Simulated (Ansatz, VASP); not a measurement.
## Two plane-wave programs on Cu2BrCl

INCAR

```
SYSTEM = Cu2BrCl
ALGO = Normal
EDIFF = 1E-7
ENCUT = 520
GGA = PE
ISIF = 2
ISMEAR = -1
LASPH = .TRUE.
LCHARG = .TRUE.
LELF = .TRUE.
LREAL = .FALSE.
LVHAR = .TRUE.
LWAVE = .FALSE.
NBANDS = 26
NELM = 80
PREC = Accurate
SIGMA = 0.05
```

KPOINTS

```
k-points
0
G
  8 8 8
  0 0 0
```

File POSCAR:

```
Cu2BrCl
1.0
    1.8304324197      1.0568006502      5.9657755476
   -1.8304324197      1.0568006502      5.9657755476
    0.0000000000     -2.1136013004      5.9657755476
Br Cu Cl
1 2 1
Direct
    0.0000000000      0.0000000000      0.0000000000
    0.7516030000      0.7516030000      0.7516030000
    0.2483970000      0.2483970000      0.2483970000
    0.5000000000      0.5000000000      0.5000000000
```

input.yaml

```yaml
crystal:
  lattice:
    - [1.8304324197, 1.0568006502, 5.9657755476]
    - [-1.8304324197, 1.0568006502, 5.9657755476]
    - [0.0, -2.1136013004, 5.9657755476]
  atoms:
    - { symbol: Br, position: [0.0, 0.0, 0.0] }
    - { symbol: Cu, position: [0.751603, 0.751603, 0.751603] }
    - { symbol: Cu, position: [0.248397, 0.248397, 0.248397] }
    - { symbol: Cl, position: [0.5, 0.5, 0.5] }
hamiltonian:
  xc: pbe
  pseudopotentials: { kind: paw }
kpoints:
  mp_grid: { grid: [8, 8, 8] }
scf:
  occupations: { method: fermi_dirac, width: 0.05 }
output:
  forces: true
  stress: true
  eigenvalues: true
```

Alike in both runs: task single point; functional PBE; k mesh 8 × 8 × 8; occupations fermi-dirac, width 0.05 eV; no spin polarisation.

|  | VASP | Ansatz |
| --- | --- | --- |
| version | VASP 6.6.1 | Ansatz 0.2.0 |
| potentials or method | VASP PAW PBE potentials, release 64 (Br, Cu, Cl) | Ansatz PAW |
| plane-wave cutoff (eV) | 520 | 420 |
| valence electrons in the cell | 36 | 52 |

Ansatz gave:

| Item | Value |
| --- | --- |
| gap on the k mesh at the Fermi level (eV) | 0.31 |
| least direct gap on the mesh (eV) | 0.31 |
| pressure (GPa) | 3.8 |
| traceless stress, the component that is largest in VASP (GPa) | -0.09 |
| rms of the force components (eV/Å) | 0.062 |

What did VASP give for the same quantities?

gap on the k mesh at the Fermi level (eV): 0.31; least direct gap on the mesh (eV): 0.31; pressure (GPa): 3.8; traceless stress, the component that is largest in VASP (GPa): -0.09; rms of the force components (eV/Å): 0.061.

Atom by atom the forces differ by 0.001 eV/Å (rms over components). VASP's potentials hold 36 valence electrons a cell and Ansatz's 52, so a difference there can come from the potentials and not from the codes.
